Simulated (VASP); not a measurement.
# Fe (Im-3m) in VASP: a series of runs, part 2 of 2

VASP 6.6.1.

### Step 3. Relaxation of cell and atoms, LDA, collinear spin, ferromagnetic start

INCAR reads:

```
PREC     = Accurate       # precision mode
ENCUT    = 600            # plane-wave cutoff, eV
EDIFF    = 1E-7           # SCF threshold, eV
ISMEAR   = 0              # smearing method
SIGMA    = 0.1            # smearing width, eV
LREAL    = F              # projectors in reciprocal space
LASPH    = T              # aspherical terms in the spheres
NELM     = 150            # most SCF steps
ALGO     = Normal         # electronic algorithm
ISIF     = 3              # what is computed and relaxed
LWAVE    = F              # write WAVECAR
LCHARG   = F              # write CHGCAR
ISPIN    = 2              # spin polarisation
MAGMOM   = 2.22           # initial moments
LORBIT   = 11             # projections on sites
LMAXMIX  = 4              # l up to which the mixer works
IBRION   = 2              # ionic algorithm
NSW      = 100            # ionic steps
EDIFFG   = -0.005         # ionic threshold
```

KPOINTS reads:

```
regular mesh
0
Gamma
  22 22 22
```

POSCAR reads:

```
Fe
1.0
   -1.3762125711      1.3762125711      1.3762125711
    1.3762125711     -1.3762125711      1.3762125711
    1.3762125711      1.3762125711     -1.3762125711
Fe
1
Direct
    0.0000000000      0.0000000000      0.0000000000
```

Potentials or basis: VASP PAW LDA potentials, release 64 (Fe).

The run is started by

```console
$ cat potpaw_LDA.64/Fe/POTCAR > POTCAR
$ mpirun -np 1 vasp_std > vasp.out
```

OUTCAR:

```text
PREC = Accurate
   ENCUT = 600
   EDIFF = 1E-7
   ISMEAR = 0
   LREAL = F
   LASPH = T
   NELM = 150
   ISIF = 3
   ISPIN = 2
   LORBIT = 11
   IBRION = 2
   NSW = 100
   EDIFFG = -0.005

 ion  position               nearest neighbor table
   1  0.000  0.000  0.000-

  LATTYP: Found a body centered cubic cell.
 ALAT       =     2.7524251422

  Lattice vectors:

 A1 = (  -1.3762125711,   1.3762125711,   1.3762125711)
 A2 = (   1.3762125711,  -1.3762125711,   1.3762125711)
 A3 = (   1.3762125711,   1.3762125711,  -1.3762125711)

Analysis of symmetry for initial positions (statically):
=====================================================================
 Subroutine PRICEL returns:
 Original cell was already a primitive cell.

 Routine SETGRP: Setting up the symmetry group for a
 body centered cubic supercell.

 Subroutine GETGRP returns: Found 48 space group operations
 (whereof 48 operations were pure point group operations)
 out of a pool of 48 trial point group operations.

The static configuration has the point symmetry O_h .

Analysis of symmetry for dynamics (positions and initial velocities):
=====================================================================
 Subroutine PRICEL returns:
 Original cell was already a primitive cell.

 Routine SETGRP: Setting up the symmetry group for a
 body centered cubic supercell.

 Subroutine GETGRP returns: Found 48 space group operations
 (whereof 48 operations were pure point group operations)
 out of a pool of 48 trial point group operations.

The dynamic configuration has the point symmetry O_h .

Analysis of structural, dynamic, and magnetic symmetry:
=====================================================================
 Subroutine PRICEL returns:
 Original cell was already a primitive cell.

 Routine SETGRP: Setting up the symmetry group for a
 body centered cubic supercell.

 Subroutine GETGRP returns: Found 48 space group operations
 (whereof 48 operations were pure point group operations)
 out of a pool of 48 trial point group operations.

The overall configuration has the point symmetry O_h .
[... 135 lines left out ...]

--------------------------------------- Ionic step        1  -------------------------------------------

 number of electron       7.9999995 magnetization       1.9549592

 Free energy of the ion-electron system (eV)
  ---------------------------------------------------
  ext. energy  EPLUGINS =         0.00000000
  ---------------------------------------------------
  free energy    TOTEN  =        -9.22499547 eV

  energy without entropy =       -9.21922361  energy(sigma->0) =       -9.22210954

------------------------ aborting loop because EDIFF is reached ----------------------------------------

  FORCE on cell =-STRESS in cart. coord.  units (eV):
  Direction    XX          YY          ZZ          XY          YZ          ZX
  --------------------------------------------------------------------------------------
  -------------------------------------------------------------------------------------
  Total       -0.1088273     -0.1088273     -0.1088273      0.0000000      0.0000000     -0.0000000
  in kB      -16.7236882    -16.7236882    -16.7236882      0.0000000      0.0000000     -0.0000000
  external PRESSURE =     -16.7236882 kB  Pullay stress =       0.0000000 kB
[... 57 lines left out ...]
--------------------------------------- Ionic step        3  -------------------------------------------

 number of electron       7.9999996 magnetization       1.9421356

 Free energy of the ion-electron system (eV)
  ---------------------------------------------------
  ext. energy  EPLUGINS =         0.00000000
  ---------------------------------------------------
  free energy    TOTEN  =        -9.22536828 eV

  energy without entropy =       -9.21971939  energy(sigma->0) =       -9.22254383

 E-fermi :   6.7615     XC(G=0): -13.9469

 val. band max:        6.7612807042   @ k =   0.3636   0.0000   0.0000
 cond. band min:       6.7667543357   @ k =  -0.3636   0.4091   0.0909
 fundamental gap:      0.0054736315
 Fermi energy:         6.7614567469

 spin component 1

 k-point     1 :       0.0000    0.0000    0.0000
  band No.  band energies     occupation
      1      -2.3623      1.00000
      2       4.2535      1.00000
      3       4.2535      1.00000
      4       4.2535      1.00000
      5       5.8109      1.00000
      6       5.8109      1.00000
      7      32.4797      0.00000
      8      32.4797      0.00000
      9      32.4797      0.00000
[... 265 lines left out ...]
 k-point    24 :       0.1364    0.0909    0.0000
  band No.  band energies     occupation
      1      -0.7297      1.00000
      2       3.8663      1.00000
      3       3.9870      1.00000
      4       5.2707      1.00000
      5       5.4869      1.00000
      6       5.9133      1.00000
      7      26.7001      0.00000
      8      28.4739      0.00000
      9      32.8385      0.00000

 [... further k-points ...]

 spin component 2

 k-point     1 :       0.0000    0.0000    0.0000
  band No.  band energies     occupation
      1      -1.9905      1.00000
      2       5.8282      1.00000
      3       5.8282      1.00000
      4       5.8282      1.00000
      5       7.9010      0.00000
      6       7.9010      0.00000
      7      32.6524      0.00000
      8      32.6524      0.00000
      9      32.6524      0.00000
[... 304 lines left out ...]
  FREE ENERGIE OF THE ION-ELECTRON SYSTEM (eV)
  ---------------------------------------------------
  free  energy   TOTEN  =        -9.2253682751 eV

  energy  without entropy=       -9.2197193851  energy(sigma->0) =       -9.22254383

 reached required accuracy - stopping structural energy minimisation

 total charge

# of ion       s       p       d       tot
------------------------------------------
    1        0.529   0.621   6.337   7.487

 magnetization (x)

# of ion       s       p       d       tot
------------------------------------------
    1       -0.009  -0.034   1.952   1.909
```

OSZICAR:

```text
N       E                     dE             d eps       ncg     rms          rms(c)
DAV:   1     0.167246010196E+02    0.16725E+02   -0.45034E+03 12224   0.128E+03
DAV:   2    -0.100434753591E+02   -0.26768E+02   -0.25307E+02 11991   0.138E+02
[... 23 lines left out ...]
DAV:   1    -0.923178168188E+01   -0.70809E-02   -0.15038E-01 12296   0.751E+00    0.761E-01
DAV:   2    -0.922607781506E+01    0.57039E-02   -0.60904E-02 12422   0.404E+00    0.601E-01
DAV:   3    -0.922549562672E+01    0.58219E-03   -0.34886E-03 12534   0.104E+00    0.245E-01
DAV:   4    -0.922542732347E+01    0.68303E-04   -0.28761E-05 12583   0.930E-02    0.553E-02
DAV:   5    -0.922536796429E+01    0.59359E-04   -0.72828E-05 12593   0.834E-02    0.743E-03
DAV:   6    -0.922536828294E+01   -0.31865E-06   -0.49189E-07 12433   0.741E-03    0.458E-03
DAV:   7    -0.922536827511E+01    0.78236E-08   -0.61672E-08  6510   0.402E-03
   3 F= -.92253683E+01 E0= -.92225438E+01  d E =-.372808E-03  mag=     1.9422
```

CONTCAR:

```text
Fe
   1.00000000000000
    -1.3731632110043439    1.3731632110043439    1.3731632110043439
     1.3731632110043439   -1.3731632110043439    1.3731632110043439
     1.3731632110043439    1.3731632110043439   -1.3731632110043439
  Fe
     1
Direct
     0.0000000000000000    0.0000000000000000    0.0000000000000000

  0.00000000E+00  0.00000000E+00  0.00000000E+00
```

It took 3.7 min on 1 thread of AMD EPYC 7R13, shared host; peak memory 0.16 GiB.

Results:

```yaml
Free_energy: -9.2254 eV
Relaxed_volume: 10.36 Å³/atom
Relaxed_cell: a = 2.378 Å, b = 2.378 Å, c = 2.378 Å, α = 109.47°, β = 109.47°, γ = 109.47°
Space_group_after_relaxing_to_0.05_Å: Im-3m (No. 229)
Energy_gained_by_relaxing: 0.4 meV/atom
Ionic_steps: 3
Pressure_after_relaxing: 0.0 GPa
Net_moment: 1.94 μB per cell
Site_moments: Fe +1.91 μB
Valence_electrons_inside_the_program's_atomic_spheres: Fe 7.49
```

The path:
| step | energy change (eV) | largest force (eV/Å) | pressure (GPa) | volume (Å³) |
| --- | --- | --- | --- | --- |
| 1 | 0.0000 | 0.0000 | -1.67 | 10.43 |
| 2 | 0.0003 | 0.0000 | 2.22 | 10.26 |
| 3 | -0.0004 | 0.0000 | -0.01 | 10.36 |

Final structure:
```yaml
crystal:
  lattice:
    - [-1.37316, 1.37316, 1.37316]
    - [1.37316, -1.37316, 1.37316]
    - [1.37316, 1.37316, -1.37316]
  atoms:
    - { symbol: Fe, position: [0.00000, 0.00000, 0.00000] }
```

### Step 4. Single point, LDA, collinear spin, ferromagnetic start

INCAR reads:

```
ALGO     = Normal         # electronic algorithm
EDIFF    = 1E-6           # SCF threshold, eV
ENCUT    = 600            # plane-wave cutoff, eV
GGA_COMPAT= F            
ISIF     = 2              # what is computed and relaxed
ISMEAR   = 0              # smearing method
ISPIN    = 2              # spin polarisation
LASPH    = T              # aspherical terms in the spheres
LCHARG   = T              # write CHGCAR
LELF     = T              # ELF
LMAXMIX  = 4              # l up to which the mixer works
LORBIT   = 11             # projections on sites
LREAL    = F              # projectors in reciprocal space
LVHAR    = T            
LWAVE    = F              # write WAVECAR
MAGMOM   = 2.22           # initial moments
NBANDS   = 18             # bands
NELM     = 200            # most SCF steps
PREC     = Accurate       # precision mode
SIGMA    = 0.1            # smearing width, eV
```

KPOINTS reads:

```
k-points
0
Gamma
  22 22 22
```

POSCAR reads:

```
Fe
1.0
   -1.3753072281      1.3753072281      1.3753072281
    1.3753072281     -1.3753072281      1.3753072281
    1.3753072281      1.3753072281     -1.3753072281
Fe
1
Direct
    0.0000000000      0.0000000000      0.0000000000
```

Potentials or basis: VASP PAW LDA potentials, release 64 (Fe_sv).

The run is started by

```console
$ cat potpaw_LDA.64/Fe_sv/POTCAR > POTCAR
$ mpirun -np 1 vasp_std > vasp.out
```

It took 1.7 min on 1 thread of Intel Xeon Platinum 8259CL at 2.50GHz (Skylake/Cascade Lake), shared host; peak memory 0.22 GiB.

Results (log left out):

```yaml
Free_energy: -9.3085 eV
Pressure: -4.6 GPa
Net_moment: 1.94 μB per cell
Site_moments: Fe +1.91 μB
Valence_electrons_inside_the_program's_atomic_spheres: Fe 13.81
```

Levels at points of the mesh, in eV from the Fermi level:
Spin up:
```csv
k point,band 7,band 8,band 9,band 10,band 11,band 12
"(0.00, 0.00, 0.00)",-2.50,-2.50,-0.95,-0.95,25.04,25.04
"(0.50, 0.00, 0.00)",-0.90,-0.71,0.28,0.65,8.14,18.61
"(0.50, 0.50, 0.50)",0.33,0.33,0.33,10.28,10.28,10.28
```
Spin down:
| k point | band 4 | band 5 | band 6 | band 7 | band 8 | band 9 | band 10 | band 11 |
| --- | --- | --- | --- | --- | --- | --- | --- | --- |
| (0.00, 0.00, 0.00) | -51.29 | -8.77 | -0.92 | -0.92 | -0.92 | 1.16 | 1.16 | 25.21 |
| (0.50, 0.00, 0.00) | -51.29 | -4.39 | -2.34 | 0.64 | 1.08 | 1.45 | 2.49 | 9.37 |
| (0.50, 0.50, 0.50) | -51.73 | -3.96 | -3.96 | 2.14 | 2.14 | 2.14 | 10.71 | 10.71 |

### Step 5. Overview

| task | potentials or basis | cell | cutoff (eV) | second run | gap on the mesh (eV) | pressure (GPa) | moment (μB) |
| --- | --- | --- | --- | --- | --- | --- | --- |
| single point | VASP PAW LDA potentials, release 64 (Fe) | a = 2.382 Å, angles 109.5°, 1 atom | 520 | - | none | -1.1 | 1.95 |
| relaxation of cell and atoms | VASP PAW LDA potentials, release 64 (Fe) | relaxed from a = 2.384 Å, angles 109.5°, 1 atom | 600 | - | none | 0.0 | 1.94 |
| single point | VASP PAW LDA potentials, release 64 (Fe_sv) | a = 2.382 Å, angles 109.5°, 1 atom | 600 | valence_matched | none | -4.6 | 1.94 |

Alike in all rows: level LDA; spin collinear, ferromagnetic start; k mesh 22 × 22 × 22; smearing gaussian 0.1 eV.

Total energies depend on the potentials used, so only differences within one code and one set of settings carry meaning.
